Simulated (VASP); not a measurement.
# Na (P6_3/mmc) in VASP: further runs, part 2 of 2

VASP 6.6.1.

## (3) Single point, PBE (strain -0.050 along x and y, +0.000 along z)

The input, INCAR:

```
SYSTEM = Na
  PREC = Accurate
  ENCUT = 520
  EDIFF = 1E-7
  ISMEAR = 0
  SIGMA = 0.15
  LREAL = .FALSE.
  LASPH = .TRUE.
  NELM = 80
  ALGO = Fast
  ISIF = 2
  LWAVE = .FALSE.
  LCHARG = .TRUE.
  GGA = PE
  LELF = .TRUE.
  LVHAR = .TRUE.
  NBANDS = 14
```

The input, KPOINTS:

```
regular mesh
0
G
  15 15 8
  0 0 0
```

The input, POSCAR:

```
Na
1.0
    3.5786509477      0.0000000000      0.0000000000
   -1.7893254739      3.0992026320      0.0000000000
    0.0000000000      0.0000000000      6.1540000000
Na
2
Direct
    0.3333333333      0.6666666667      0.2500000000
    0.6666666667      0.3333333333      0.7500000000
```

Potentials or basis: VASP PAW PBE potentials, release 64 (Na_pv).

Started as:

```
$ cat potpaw_PBE.64/Na_pv/POTCAR > POTCAR
$ mpirun -np 1 vasp_std > vasp.out
```

OUTCAR:

```text
SYSTEM = Na
   PREC = Accurate
   ENCUT = 520
   EDIFF = 1E-7
   ISMEAR = 0
   LREAL = .FALSE.
   LASPH = .TRUE.
   NELM = 80
   ISIF = 2
   GGA = PE

 ion  position               nearest neighbor table
   1  0.333  0.667  0.250-
   2  0.667  0.333  0.750-

  LATTYP: Found a hexagonal cell.
 ALAT       =     3.5786509477
 C/A-ratio  =     1.7196424267

  Lattice vectors:

 A1 = (   3.5786509477,   0.0000000000,   0.0000000000)
[... 597 lines left out ...]

------------------------ aborting loop because EDIFF is reached ----------------------------------------

  FORCE on cell =-STRESS in cart. coord.  units (eV):
  Direction    XX          YY          ZZ          XY          YZ          ZX
  --------------------------------------------------------------------------------------
  -------------------------------------------------------------------------------------
  Total        0.4336601      0.4336601      0.1270747     -0.0000000      0.0000000      0.0000000
  in kB       10.1796588     10.1796588      2.9829291     -0.0000000      0.0000000      0.0000000
  external PRESSURE =       7.7807489 kB  Pullay stress =       0.0000000 kB

 VOLUME and BASIS-vectors are now :
 -----------------------------------------------------------------------------
  energy-cutoff  :      520.00
  volume of cell :       68.25
      direct lattice vectors                 reciprocal lattice vectors
     3.578650948  0.000000000  0.000000000     0.279434908  0.161331820  0.000000000
    -1.789325474  3.099202632  0.000000000     0.000000000  0.322663639  0.000000000
     0.000000000  0.000000000  6.154000000     0.000000000  0.000000000  0.162495938

 POSITION                                       TOTAL-FORCE (eV/Angst)
 -----------------------------------------------------------------------------------
     -0.00000      2.06614      1.53850        -0.000000      0.000000      0.000000
      1.78933      1.03307      4.61550         0.000000      0.000000      0.000000
 -----------------------------------------------------------------------------------
    total drift:                               -0.000000      0.000000     -0.000000

  FREE ENERGIE OF THE ION-ELECTRON SYSTEM (eV)
  ---------------------------------------------------
  free  energy   TOTEN  =        -2.6086626060 eV

  energy  without entropy=       -2.5970250380  energy(sigma->0) =       -2.60284382
```

Wall time 57 s (1 thread of Intel Xeon 6975P-C (Granite Rapids), shared host); peak memory 0.23 GiB.

Results:

| Item | Value |
| --- | --- |
| Free energy | -2.6087 eV |
| Pressure | 0.8 GPa |
| Band gap on the k mesh | zero (bands 7 and 8 overlap by 4.72 eV) |

Caveat: the cell differs from its parent crystal (strain -0.050 along x and y, +0.000 along z).

## (4) Single point, PBE (strain -0.025 along x and y, -0.050 along z)

The input, INCAR:

```
ALGO     = Normal         # electronic algorithm
EDIFF    = 1E-6           # SCF threshold, eV
ENCUT    = 520            # plane-wave cutoff, eV
GGA      = PE             # functional
ISIF     = 2              # what is computed and relaxed
ISMEAR   = 0              # smearing method
LASPH    = True           # aspherical terms in the spheres
LCHARG   = False          # write CHGCAR
LREAL    = False          # projectors in reciprocal space
LWAVE    = False          # write WAVECAR
NBANDS   = 14             # bands
NELM     = 100            # most SCF steps
PREC     = Accurate       # precision mode
SIGMA    = 0.15           # smearing width, eV
```

The input, KPOINTS:

```
k-points
0
Gamma
  15 15 8
```

The input, POSCAR:

```
Na
1.0
    3.6728259727      0.0000000000      0.0000000000
   -1.8364129863      3.1807605960      0.0000000000
    0.0000000000      0.0000000000      5.8463000000
Na
2
Direct
    0.3333333333      0.6666666667      0.2500000000
    0.6666666667      0.3333333333      0.7500000000
```

Potentials or basis: VASP PAW PBE potentials, release 64 (Na_pv).

Started as:

```
$ cat potpaw_PBE.64/Na_pv/POTCAR > POTCAR
$ mpirun -np 1 vasp_std > vasp.out
```

OUTCAR:

```text
EDIFF = 1E-6
   ENCUT = 520
   GGA = PE
   ISIF = 2
   ISMEAR = 0
   LASPH = True
   LREAL = False
   NELM = 100
   PREC = Accurate

 ion  position               nearest neighbor table
   1  0.333  0.667  0.250-
   2  0.667  0.333  0.750-

  LATTYP: Found a hexagonal cell.
 ALAT       =     3.6728259727
 C/A-ratio  =     1.5917715796

  Lattice vectors:

 A1 = (   3.6728259727,   0.0000000000,   0.0000000000)
[... 593 lines left out ...]
     14       7.8389      0.00000

 [... further k-points ...]

------------------------ aborting loop because EDIFF is reached ----------------------------------------

  FORCE on cell =-STRESS in cart. coord.  units (eV):
  Direction    XX          YY          ZZ          XY          YZ          ZX
  --------------------------------------------------------------------------------------
  -------------------------------------------------------------------------------------
  Total        0.2803483      0.2803483      0.3771792      0.0000000     -0.0000000      0.0000000
  in kB        6.5765199      6.5765199      8.8480159      0.0000000     -0.0000000      0.0000000
  external PRESSURE =       7.3336852 kB  Pullay stress =       0.0000000 kB

 VOLUME and BASIS-vectors are now :
 -----------------------------------------------------------------------------
  energy-cutoff  :      520.00
  volume of cell :       68.30
      direct lattice vectors                 reciprocal lattice vectors
     3.672825973  0.000000000  0.000000000     0.272269911  0.157195106  0.000000000
    -1.836412986  3.180760596  0.000000000     0.000000000  0.314390213  0.000000000
     0.000000000  0.000000000  5.846300000     0.000000000  0.000000000  0.171048355

 POSITION                                       TOTAL-FORCE (eV/Angst)
 -----------------------------------------------------------------------------------
     -0.00000      2.12051      1.46158         0.000000      0.000000     -0.000000
      1.83641      1.06025      4.38473        -0.000000     -0.000000      0.000000
 -----------------------------------------------------------------------------------
    total drift:                               -0.000000      0.000000      0.000000

  FREE ENERGIE OF THE ION-ELECTRON SYSTEM (eV)
  ---------------------------------------------------
  free  energy   TOTEN  =        -2.6134665499 eV

  energy  without entropy=       -2.6019113928  energy(sigma->0) =       -2.60768897
```

OSZICAR:

```text
N       E                     dE             d eps       ncg     rms          rms(c)
DAV:   1     0.101945884526E+03    0.10195E+03   -0.77154E+03  3780   0.986E+02
DAV:   2     0.139148437215E+01   -0.10055E+03   -0.99396E+02  3978   0.282E+02
DAV:   3    -0.256103973463E+01   -0.39525E+01   -0.39490E+01  4812   0.632E+01
DAV:   4    -0.261441703493E+01   -0.53377E-01   -0.53376E-01  4266   0.797E+00
DAV:   5    -0.261560136833E+01   -0.11843E-02   -0.11843E-02  4766   0.119E+00    0.297E-01
DAV:   6    -0.261438126190E+01    0.12201E-02   -0.10335E-03  4686   0.400E-01    0.197E-01
DAV:   7    -0.261348100221E+01    0.90026E-03   -0.17676E-03  5408   0.460E-01    0.234E-02
DAV:   8    -0.261346682232E+01    0.14180E-04   -0.11612E-04  4878   0.184E-01    0.356E-03
DAV:   9    -0.261346654995E+01    0.27238E-06   -0.17756E-06  3046   0.218E-02
   1 F= -.26134665E+01 E0= -.26076890E+01  d E =-.115552E-01
```

Run time: 26 s. Hardware: 1 thread of Intel Xeon 6975P-C (Granite Rapids), shared host; peak memory 0.24 GiB.

What came out:

```yaml
Free_energy: -2.6135 eV
Pressure: 0.7 GPa
Band_gap_on_the_k_mesh: zero (bands 7 and 8 overlap by 4.45 eV)
```

Stress tensor (GPa, compression positive):
```
0.66 0.00 0.00
0.00 0.66 0.00
0.00 0.00 0.88
```

Levels at points of the mesh, in eV from the Fermi level:
| k point | band 4 | band 5 | band 6 | band 7 | band 8 | band 9 | band 10 | band 11 |
| --- | --- | --- | --- | --- | --- | --- | --- | --- |
| (0.00, 0.00, 0.00) | -24.85 | -24.85 | -24.85 | -3.47 | 0.68 | 1.19 | 10.21 | 10.21 |
| (0.00, 0.00, 0.50) | -24.86 | -24.86 | -24.86 | -2.34 | -2.34 | 6.09 | 6.09 | 10.84 |

Caveat: the cell differs from its parent crystal (strain -0.025 along x and y, -0.050 along z).

## (5) Summary

| cell | gap on the mesh (eV) | pressure (GPa) |
| --- | --- | --- |
| a = 3.579, b = 3.579, c = 6.000 Å, angles 90.0, 90.0, 120.0°, 2 atoms | none | 1.0 |
| a = 3.579, b = 3.579, c = 6.154 Å, angles 90.0, 90.0, 120.0°, 2 atoms | none | 0.8 |
| a = 3.673, b = 3.673, c = 5.846 Å, angles 90.0, 90.0, 120.0°, 2 atoms | none | 0.7 |

Alike in all rows: task single point; level PBE; potentials or basis VASP PAW PBE potentials, release 64 (Na_pv); no spin polarisation; k mesh 15 × 15 × 8; cutoff (eV) 520; smearing gaussian 0.15 eV.

Total energies depend on the potentials used, so only differences within one code and one set of settings carry meaning.
